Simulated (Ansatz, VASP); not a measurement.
## One calculation of Ti, two programs

```
Ti
1.0
     2.90241    0.00000    0.00000
    -1.45120    2.51356    0.00000
     0.00000    0.00000    4.84093
Ti
2
Direct
  0.33333 0.66667 0.25000
  0.66667 0.33333 0.75000
```

Alike in both runs: task single point; functional r2SCAN; k mesh 24 × 24 × 12; occupations fermi-dirac, width 0.02 eV; no spin polarisation.

|  | VASP | Ansatz |
| --- | --- | --- |
| version | VASP 6.6.1 | Ansatz 0.2.0 |
| potentials or method | VASP PAW PBE potentials, release 64 (Ti_sv), cutoff 520 eV | scalar-relativistic, plane waves, PAW |
| valence electrons in the cell | 24 | 24 |

```csv
,VASP,Ansatz,Ansatz less VASP
gap on the k mesh at the Fermi level (eV),none,none,-
pressure (GPa),-1.9,-2.3,-0.35
"traceless stress, the component that is largest in VASP (GPa)",-4.41,-4.40,+0.010
```

VASP's potentials were made for PBE, not for r2SCAN. A gap of «none» marks a metal or a gap that the smearing closes.
